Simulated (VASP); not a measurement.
# BaTiO3: single point with LDA

BaTiO3:

```
CELL_PARAMETERS angstrom
4.08745 0.00000 0.00000
0.00000 4.08745 0.00000
0.00000 0.00000 4.00730
ATOMIC_POSITIONS crystal
Ba 0.50000 0.50000 0.50000
Ti 0.00000 0.00000 0.00000
O 0.50000 0.00000 0.00000
O 0.00000 0.50000 0.00000
O 0.00000 0.00000 0.50000
```

This cell differs from its parent crystal: equal xx and yy strain of +2 %.

```json
{"Program": "VASP 6.6.1", "Task": "single point", "Functional": "LDA", "Potentials or basis": "VASP PAW LDA potentials, release 64 (Ba_sv, Ti_sv, O)", "Cutoff": "520 eV", "k mesh": "8 × 8 × 8", "Occupations": "fermi-dirac, width 0.05 eV", "Spin": "no spin polarisation", "Dipole correction": "no", "Further INCAR settings": "ALGO = Normal; EDIFF = 1e-06; NBANDS = 28"}
```

```json
{
  "Pressure": "-13.1 GPa",
  "Band gap on the k mesh": "1.54 eV (least direct gap 1.72 eV)"
}
```

Stress tensor (GPa, compression positive):
```
-14.11   0.00   0.00
  0.00 -14.11   0.00
  0.00   0.00 -11.04
```

Levels at points of the mesh, in eV from the valence-band top:
```csv
k point,band 18,band 19,band 20,band 21,band 22,band 23
"(0.00, 0.00, 0.00)",-0.20,-0.20,-0.18,1.54,1.57,1.57
"(0.50, 0.00, 0.00)",-1.75,-0.74,-0.72,1.71,3.18,3.19
"(0.50, 0.50, 0.00)",-1.01,-1.01,-0.14,3.19,3.19,3.56
"(0.00, 0.00, 0.50)",-1.87,-0.75,-0.75,1.70,3.34,3.34
"(0.50, 0.00, 0.50)",-0.86,-0.85,-0.09,3.18,3.35,3.67
"(0.50, 0.50, 0.50)",-0.04,0.00,0.00,3.81,3.90,3.90
```

Run time: 2.5 min on 1 thread of Intel(R) Xeon(R) Platinum 8488C (Sapphire Rapids), with other jobs on the host, peak memory 0.25 GiB.

Caveat: the cell differs from its parent crystal (equal xx and yy strain of +2 %); the cell stands under tension; spin-orbit coupling is left out, which moves the levels of the heavy elements. A k mesh can miss the band edges.
